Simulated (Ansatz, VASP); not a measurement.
**WSe2: VASP beside Ansatz**

The input INCAR:

```
SYSTEM = WSe2
PREC = Accurate ; ENCUT = 600
EDIFF = 1E-7 ; ISMEAR = 0
SIGMA = 0.1 ; LREAL = .FALSE.
LASPH = .TRUE. ; NELM = 150
ALGO = Normal ; ISIF = 3
LWAVE = .FALSE. ; LCHARG = .FALSE.
ISPIN = 2 ; MAGMOM = 0.93 0 0
LORBIT = 11 ; LMAXMIX = 4
GGA = PE ; IBRION = 2
NSW = 90 ; EDIFFG = -0.04
```

KPOINTS

```
regular mesh
0
G
  6 6 6
  0 0 0
```

File POSCAR:

```
WSe2
1.0
    0.0000000000      3.1032878208      3.1032878208
    3.1032878208      0.0000000000      3.1032878208
    3.1032878208      3.1032878208      0.0000000000
W Se
1 2
Direct
    0.5000000000      0.5000000000      0.5000000000
    0.7500000000      0.7500000000      0.7500000000
    0.0000000000      0.0000000000      0.0000000000
```

Input for Ansatz:

```yaml
crystal:
  lattice:
    - [0.0, 3.1032878208, 3.1032878208]
    - [3.1032878208, 0.0, 3.1032878208]
    - [3.1032878208, 3.1032878208, 0.0]
  atoms:
    - { symbol: W, position: [0.5, 0.5, 0.5], spin: 0.93 }
    - { symbol: Se, position: [0.75, 0.75, 0.75] }
    - { symbol: Se, position: [0.0, 0.0, 0.0] }
basis:
  ecutwfc: 420
kpoints:
  mp_grid: { grid: [6, 6, 6] }
hamiltonian:
  xc: pbe
scf:
  occupations: { method: gaussian, width: 0.1 }
  lower_state_search: "off"
output:
  forces: true
  stress: true
  eigenvalues: true
  populations: true
magnetization:
  spin_polarized: true
relax:
  adjacent_minimum: "off"
  f_tol: 0.04
  max_steps: 70
  cell: { stress_tol: 0.4 }
```

Alike in both runs: task relaxation of cell and atoms; functional PBE; k mesh 6 × 6 × 6; occupations gaussian, width 0.1 eV; collinear spin.

```csv
,VASP,Ansatz
version,VASP 6.6.1,Ansatz 0.2.0
potentials or method,"VASP PAW PBE potentials, release 64 (W_sv, Se), cutoff 600 eV","scalar-relativistic, plane waves, PAW"
valence electrons in the cell,26,46
```

```tsv
	VASP	Ansatz	Ansatz less VASP
gap on the k mesh at the Fermi level, each at its own relaxed structure (eV)	none	none	-
net moment per atom (μB)	0.00	0.00	0.000
relaxed volume (Å³/atom)	19.92	19.92	0.000
relaxed length of the cell vector where the two differ most in proportion (Å)	4.389	4.389	0.0000
```

A gap of «none» marks a metal or a gap that the smearing closes. VASP's potentials hold 26 valence electrons a cell and Ansatz's 46, so a difference there can come from the potentials and not from the codes. Ansatz's warnings: seeded moment not kept.

Neither program's run includes spin-orbit coupling. Noted on VASP's run: the relaxation stopped at its first step, so nothing moved.
